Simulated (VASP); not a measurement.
Here is a VASP 6.6.1 calculation.

INCAR

```
SYSTEM = Zn
  ALGO = Fast
  EDIFF = 1E-6
  ENCUT = 520
  GGA = PE
  ISIF = 2
  ISMEAR = 0
  LASPH = .TRUE.
  LCHARG = .TRUE.
  LELF = .TRUE.
  LREAL = .FALSE.
  LVHAR = .TRUE.
  LWAVE = .FALSE.
  NBANDS = 19
  NELM = 60
  PREC = Accurate
  SIGMA = 0.15
```

Contents of KPOINTS:

```
k-points
0
G
  24 24 10
  0 0 0
```

POSCAR

```
Zn
1.0
    2.8779818974      0.0000000000      0.0000000000
   -1.4389909487      2.4924054348      0.0000000000
    0.0000000000      0.0000000000      5.3424360000
Zn
2
Direct
    0.3333333333      0.6666666667      0.2500000000
    0.6666666667      0.3333333333      0.7500000000
```

Potentials or basis: VASP PAW PBE potentials, release 64 (Zn).

Launch:

```console
$ cat potpaw_PBE.64/Zn/POTCAR > POTCAR
$ mpirun -np 1 vasp_std > vasp.out
```

Q: Estimate the band gap on the k mesh.

A: Zero (bands 12 and 13 overlap by 3.88 eV).

Q: What does it give for the pressure?

A: -8.4 GPa.

Stress tensor (GPa, compression positive):
```
-9.59  0.00  0.00
 0.00 -9.59  0.00
 0.00  0.00 -6.15
```

Caveat: the cell differs from its parent crystal (strain +0.080 along x and y, +0.080 along z); the cell stands under tension.
